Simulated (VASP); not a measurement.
# MoS2 (P-6m2) in VASP: single point with PBE+D3(BJ)

Aim: the single point of MoS2 with PBE+D3(BJ).

Everything below comes from runs of VASP 6.6.1. Logs are shortened: lines on timing, memory, paths and dates and some standing lists are left out, and cuts for length are marked.

### Step 1. The cell of the first run

It takes space group P-6m2 (No. 187, hexagonal). Conventional cell: a = 3.149 Å, b = 3.149 Å, c = 6.645 Å, α = 90.00°, β = 90.00°, γ = 120.00°. Within 3.2 Å of Mo (site symmetry -6m2) lie 6 S at 2.40 Å and 6 Mo at 3.15 Å. Within 3.2 Å of S (site symmetry 3m) lie 3 Mo at 2.40 Å and 7 S at 3.13 to 3.15 Å.

### Step 2. Single point, PBE+D3(BJ)

Input file INCAR:

```
SYSTEM = MoS2
ALGO     = Normal         ! electronic algorithm
EDIFF    = 1E-6           ! SCF threshold, eV
ENCUT    = 520            ! plane-wave cutoff, eV
GGA      = PE             ! functional
ISIF     = 2              ! what is computed and relaxed
ISMEAR   = 0              ! smearing method
IVDW     = 12             ! dispersion correction
LASPH    = .TRUE.         ! aspherical terms in the spheres
LCHARG   = .TRUE.         ! write CHGCAR
LELF     = .TRUE.         ! ELF
LREAL    = .FALSE.        ! projectors in reciprocal space
LVHAR    = .TRUE.       
LWAVE    = .FALSE.        ! write WAVECAR
NBANDS   = 35             ! bands
NELM     = 80             ! most SCF steps
PREC     = Accurate       ! precision mode
SIGMA    = 0.05           ! smearing width, eV
```

Input file KPOINTS:

```
k-points
0
G
  10 10 2
  0 0 0
```

Input file POSCAR:

```
MoS2
1.0
   -3.1494847632      0.0000000000      0.0000000000
   -1.5747423816     -2.7275338138      0.0000000000
    0.0000000000      0.0000000000     13.2900638030
Mo S
2 4
Direct
    0.0000000000      0.0000000000      0.5000000000
    0.0000000000      0.0000000000      0.0000000000
    0.3333333333      0.3333333333      0.1178943076
    0.3333333333      0.3333333333      0.6178943076
    0.3333333333      0.3333333333      0.3821056924
    0.3333333333      0.3333333333      0.8821056924
```

Potentials or basis: VASP PAW PBE potentials, release 64 (Mo_sv, S).

Command:

```
> cat potpaw_PBE.64/Mo_sv/POTCAR potpaw_PBE.64/S/POTCAR > POTCAR
> mpirun -np 1 vasp_std > vasp.out
```

OUTCAR:

```text
SYSTEM = MoS2
   EDIFF = 1E-6
   ENCUT = 520
   GGA = PE
   ISIF = 2
   ISMEAR = 0
   IVDW = 12
   LASPH = .TRUE.
   LREAL = .FALSE.
   NELM = 80
   PREC = Accurate
 IVDW          = 12

 ion  position               nearest neighbor table
   1  0.000  0.000  0.500-   4 2.40   5 2.40   4 2.40   5 2.40   4 2.40   5 2.40
   2  0.000  0.000  0.000-   3 2.40   6 2.40   3 2.40   6 2.40   3 2.40   6 2.40
   3  0.333  0.333  0.118-   2 2.40   2 2.40   2 2.40
   4  0.333  0.333  0.618-   1 2.40   1 2.40   1 2.40
   5  0.333  0.333  0.382-   1 2.40   1 2.40   1 2.40
   6  0.333  0.333  0.882-   2 2.40   2 2.40   2 2.40

  LATTYP: Found a hexagonal cell.
 ALAT       =     3.1494847632
 C/A-ratio  =     4.2197580881

  Lattice vectors:

 A1 = (   1.5747423816,   2.7275338138,   0.0000000000)
 A2 = (  -3.1494847632,   0.0000000000,   0.0000000000)
 A3 = (   0.0000000000,   0.0000000000,  13.2900638030)

Analysis of symmetry for initial positions (statically):
=====================================================================
 Subroutine PRICEL returns following result:

  LATTYP: Found a hexagonal cell.
 ALAT       =     3.1494847632
 C/A-ratio  =     2.1098790441

  Lattice vectors:

 A1 = (   1.5747423816,   2.7275338138,   0.0000000000)
 A2 = (  -3.1494847632,   0.0000000000,   0.0000000000)
 A3 = (   0.0000000000,   0.0000000000,   6.6450319015)

   2 primitive cells build up your supercell.

 Routine SETGRP: Setting up the symmetry group for a
 hexagonal supercell.

 Subroutine GETGRP returns: Found 12 space group operations
 (whereof 12 operations were pure point group operations)
 out of a pool of 24 trial point group operations.

The static configuration has the point symmetry D_3h.

Analysis of symmetry for dynamics (positions and initial velocities):
=====================================================================
 Subroutine PRICEL returns following result:

  LATTYP: Found a hexagonal cell.
 ALAT       =     3.1494847632
 C/A-ratio  =     2.1098790441

  Lattice vectors:

 A1 = (   1.5747423816,   2.7275338138,   0.0000000000)
 A2 = (  -3.1494847632,   0.0000000000,   0.0000000000)
 A3 = (   0.0000000000,   0.0000000000,   6.6450319015)

   2 primitive cells build up your supercell.

 Routine SETGRP: Setting up the symmetry group for a
 hexagonal supercell.

 Subroutine GETGRP returns: Found 12 space group operations
 (whereof 12 operations were pure point group operations)
 out of a pool of 24 trial point group operations.

The dynamic configuration has the point symmetry D_3h.

 Subroutine INISYM returns: Found 12 space group operations
 (whereof 12 operations are pure point group operations),
 and found     2 'primitive' translations

----------------------------------------------------------------------------------------

                                     Primitive cell

  volume of cell :      57.0830

  direct lattice vectors                    reciprocal lattice vectors
     1.574742382  2.727533814  0.000000000     0.000000000  0.366631568  0.000000000
    -3.149484763  0.000000000  0.000000000    -0.317512252  0.183315784  0.000000000
     0.000000000  0.000000000  6.645031901     0.000000000  0.000000000  0.150488367

  length of vectors
     3.149484763  3.149484763  6.645031901     0.366631568  0.366631568  0.150488367

  position of ions in fractional coordinates (direct lattice)
     0.000000000  0.000000000  0.000000000
     0.666666667  0.333333333  0.235788615
     0.666666667  0.333333333  0.764211385

  ion indices of the primitive-cell ions
   primitive index   ion index
                 1           1
                 2           4
                 3           5

----------------------------------------------------------------------------------------

 KPOINTS: k-points

Automatic generation of k-mesh.
 Grid dimensions read from file:
 generate k-points for:   10   10    2

 Generating k-lattice:

  Cartesian coordinates                     Fractional coordinates (reciprocal lattice)
    -0.031751225  0.018331578  0.000000000     0.100000000 -0.000000000  0.000000000
     0.000000000 -0.036663157  0.000000000     0.000000000  0.100000000  0.000000000
     0.000000000  0.000000000  0.037622092     0.000000000  0.000000000  0.500000000

  Length of vectors
     0.036663157  0.036663157  0.037622092

  Shift w.r.t. Gamma in fractional coordinates (k-lattice)
     0.000000000  0.000000000  0.000000000

 Subroutine IBZKPT returns following result:
 ===========================================

 Found     28 irreducible k-points:

 Following reciprocal coordinates:
            Coordinates               Weight
  0.000000  0.000000  0.000000      1.000000
  0.100000  0.000000  0.000000      6.000000
  0.200000  0.000000  0.000000      6.000000
  0.300000 -0.000000  0.000000      6.000000
  0.400000  0.000000  0.000000      6.000000
  0.500000 -0.000000  0.000000      3.000000
[... 16 lines left out ...]
  0.400000  0.100000  0.500000     12.000000
  0.500000  0.100000  0.500000     12.000000
 [... further k-points ...]
   k-points           NKPTS =     28   k-points in BZ     NKDIM =     28   number of bands    NBANDS=     35
   number of dos      NEDOS =    301   number of ions     NIONS =      6
   total plane-waves  NPLWV =  57600
   dimension x,y,z NGX =    24 NGY =   24 NGZ =  100
   dimension x,y,z NGXF=    48 NGYF=   48 NGZF=  200
   ions per type =               2   4
   NGX,Y,Z   is equivalent  to a cutoff of  12.67, 12.67, 12.51 a.u.
   NGXF,Y,Z  is equivalent  to a cutoff of  25.34, 25.34, 25.02 a.u.
 SYSTEM =  MoS2
   PREC   = accura    normal or accurate (medium, high low for compatibility)
   ISTART =      0    job   : 0-new  1-cont  2-samecut
   ICHARG =      2    charge: 1-file 2-atom 10-const
   ISPIN  =      1    spin polarized calculation?
   LNONCOLLINEAR =      F non collinear calculations
   LSORBIT =      F    spin-orbit coupling
   LASPH  =      T    aspherical Exc in radial PAW
   ENCUT  =  520.0 eV  38.22 Ry    6.18 a.u.   5.86  5.86 24.71*2*pi/ulx,y,z
   NELM   =     80;   NELMIN=  2; NELMDL= -5     # of ELM steps
   EDIFF  = 0.1E-05   stopping-criterion for ELM
   LREAL  =      F    real-space projection
   EDIFFG = 0.1E-04   stopping-criterion for IOM
   NSW    =      0    number of steps for IOM
   IBRION =     -1    ionic relax: 0-MD 1-quasi-New 2-CG
   NFREE  =      0    steps in history (QN), initial steepest desc. (CG)
   ISIF   =      2    stress and relaxation
   ISYM   =      2    0-nonsym 1-usesym 2-fastsym
   POTIM  = 0.5000    time-step for ionic-motion
   TEBEG  =    0.0;   TEEND  =   0.0 temperature during run
   PSTRESS=    0.0 pullay stress
   NELECT =      52.0000    total number of electrons
   NUPDOWN=      -1.0000    fix difference up-down
   EMIN   =  10.00;   EMAX   =-10.00  energy-range for DOS
   EFERMI =   0.00;   METHOD = LEGACY
   ISMEAR =     0;   SIGMA  =   0.05  broadening in eV -4-tet -1-fermi 0-gaus
   EFERMI_NEDOS =   21; number of points for ismear=-14 and -15
   IALGO  =     38    algorithm
   IMIX   =      4    mixing-type and parameters
     AMIX     =   0.40;   BMIX     =  1.00
     AMIX_MAG =   1.60;   BMIX_MAG =  1.00
  volume/ion in A,a.u.               =      19.03       128.41
  Fermi-wavevector in a.u.,A,eV,Ry     =   1.259593  2.380286 21.586670  1.586576
  Thomas-Fermi vector in A             =   2.393145
   LORBIT       =      0    0 simple, 1 ext, 2 COOP (PROOUT), +10 PAW based schemes
   GGA     = PE    functional components
   LHFCALC =     F    Hartree Fock is set to
   AEXX    =    0.0000 exact exchange contribution
   IVDW    =    12    specifies the selected vdW correction
   LEPSILON=     F    determine dielectric tensor
   LRPA    =     F    only Hartree local field effects (RPA)
 non-spin polarized calculation
 Gauss-broadening in eV      SIGMA  =   0.05
  energy-cutoff  :      520.00
  volume of cell :      114.17
 maximum number of plane-waves:      3090
   NGX = 11   NGY = 11   NGZ = 49

 number of electron      52.0000001 magnetization

 Free energy of the ion-electron system (eV)
  ---------------------------------------------------
  ext. energy  EPLUGINS =         0.00000000
  ---------------------------------------------------
  free energy    TOTEN  =       -43.59471431 eV

  energy without entropy =      -43.59471431  energy(sigma->0) =      -43.59471431

 E-fermi :   6.8058     XC(G=0): -10.3043

 val. band max:        6.4852467931   @ k =   0.0000   0.0000   0.0000
 cond. band min:       7.7623728635   @ k =   0.4000   0.2000   0.0000
 fundamental gap:      1.2771260704
 Fermi energy:         6.8057872303

 k-point     1 :       0.0000    0.0000    0.0000
  band No.  band energies     occupation
      1     -54.7669      2.00000
      2     -54.7669      2.00000
      3     -28.9331      2.00000
      4     -28.9331      2.00000
      5     -28.6860      2.00000
      6     -28.6860      2.00000
[... 27 lines left out ...]
     34       9.1880      0.00000
     35      12.3019      0.00000

 k-point     2 :       0.1000    0.0000    0.0000
  band No.  band energies     occupation
      1     -54.7628      2.00000
      2     -54.7628      2.00000
      3     -28.9251      2.00000
      4     -28.9251      2.00000
      5     -28.7265      2.00000
      6     -28.7265      2.00000
[... 27 lines left out ...]
     34       9.1990      0.00000
     35      12.9697      0.00000

 k-point     3 :       0.2000    0.0000    0.0000
  band No.  band energies     occupation
      1     -54.7521      2.00000
      2     -54.7521      2.00000
      3     -28.9043      2.00000
      4     -28.9042      2.00000
      5     -28.8313      2.00000
      6     -28.8313      2.00000
[... 27 lines left out ...]
     34       9.7354      0.00000
     35      13.7696      0.00000

 k-point     4 :       0.3000   -0.0000    0.0000
  band No.  band energies     occupation
      1     -54.7388      2.00000
      2     -54.7388      2.00000
      3     -28.9586      2.00000
      4     -28.9586      2.00000
      5     -28.8783      2.00000
      6     -28.8783      2.00000
[... 27 lines left out ...]
     34      10.1995      0.00000
     35      13.6758      0.00000

 k-point     5 :       0.4000    0.0000    0.0000
  band No.  band energies     occupation
      1     -54.7280      2.00000
      2     -54.7280      2.00000
      3     -29.0598      2.00000
      4     -29.0598      2.00000
      5     -28.8573      2.00000
      6     -28.8573      2.00000
[... 638 lines left out ...]
 k-point    22 :       0.3000    0.1000    0.5000
  band No.  band energies     occupation
      1     -54.7434      2.00000
      2     -54.7434      2.00000
      3     -28.9051      2.00000
      4     -28.9051      2.00000
      5     -28.8873      2.00000
      6     -28.8873      2.00000
[... 27 lines left out ...]
     34      10.1766      0.00000
     35      14.4840      0.00000

 k-point    23 :       0.4000    0.1000    0.5000
  band No.  band energies     occupation
      1     -54.7313      2.00000
      2     -54.7313      2.00000
      3     -29.0118      2.00000
      4     -29.0118      2.00000
      5     -28.8638      2.00000
      6     -28.8638      2.00000
[... 27 lines left out ...]
     34      10.4265      0.00000
     35      13.6727      0.00000

 k-point    24 :       0.5000    0.1000    0.5000
  band No.  band energies     occupation
      1     -54.7238      2.00000
      2     -54.7238      2.00000
      3     -29.0769      2.00000
      4     -29.0769      2.00000
      5     -28.8492      2.00000
      6     -28.8492      2.00000
[... 27 lines left out ...]
     34      10.2929      0.00000
     35      12.6022      0.00000

 [... further k-points ...]

------------------------ aborting loop because EDIFF is reached ----------------------------------------

 Edisp (eV)   -2.38639

 E8    (eV) :    -0.9638

  FORCE on cell =-STRESS in cart. coord.  units (eV):
  Direction    XX          YY          ZZ          XY          YZ          ZX
  --------------------------------------------------------------------------------------
  -------------------------------------------------------------------------------------
  Total      -0.07416    -0.07416    -0.11942    -0.00000    -0.00000    -0.00000
  in kB      -1.04075    -1.04075    -1.67592    -0.00000    -0.00000    -0.00000
  external pressure =       -1.25 kB  Pullay stress =        0.00 kB

 VOLUME and BASIS-vectors are now :
 -----------------------------------------------------------------------------
  energy-cutoff  :      520.00
  volume of cell :      114.17
      direct lattice vectors                 reciprocal lattice vectors
    -3.149484763  0.000000000  0.000000000    -0.317512252  0.183315784  0.000000000
    -1.574742382 -2.727533814  0.000000000     0.000000000 -0.366631568  0.000000000
     0.000000000  0.000000000 13.290063803     0.000000000  0.000000000  0.075244184

 POSITION                                       TOTAL-FORCE (eV/Angst)
 -----------------------------------------------------------------------------------
      0.00000      0.00000      6.64503        -0.000000      0.000000     -0.000000
      0.00000      0.00000      0.00000         0.000000      0.000000     -0.000000
     -1.57474     -0.90918      1.56682        -0.000000     -0.000000     -0.015231
     -1.57474     -0.90918      8.21185         0.000000      0.000000     -0.015231
     -1.57474     -0.90918      5.07821         0.000000     -0.000000      0.015231
     -1.57474     -0.90918     11.72324         0.000000     -0.000000      0.015231
 -----------------------------------------------------------------------------------
    total drift:                               -0.000000     -0.000000     -0.000000

  FREE ENERGIE OF THE ION-ELECTRON SYSTEM (eV)
  ---------------------------------------------------
  free  energy   TOTEN  =       -45.9811059454 eV

  energy  without entropy=      -45.9811059454  energy(sigma->0) =      -45.98110595
```

It took 43 s on 1 thread of Intel Xeon 6975P-C (Granite Rapids), shared host; peak memory 0.28 GiB.

Results:

```yaml
Free_energy: -45.9811 eV
Pressure: -0.1 GPa
Largest_force: 0.015 eV/Å
Band_gap_on_the_k_mesh: 1.28 eV
Dispersion_energy_per_atom: -0.398 eV
```

Forces on the atoms (eV/Å):
```
Mo   0.000  0.000  0.000
Mo   0.000  0.000  0.000
S    0.000  0.000 -0.015
S    0.000  0.000 -0.015
S    0.000  0.000  0.015
S    0.000  0.000  0.015
```
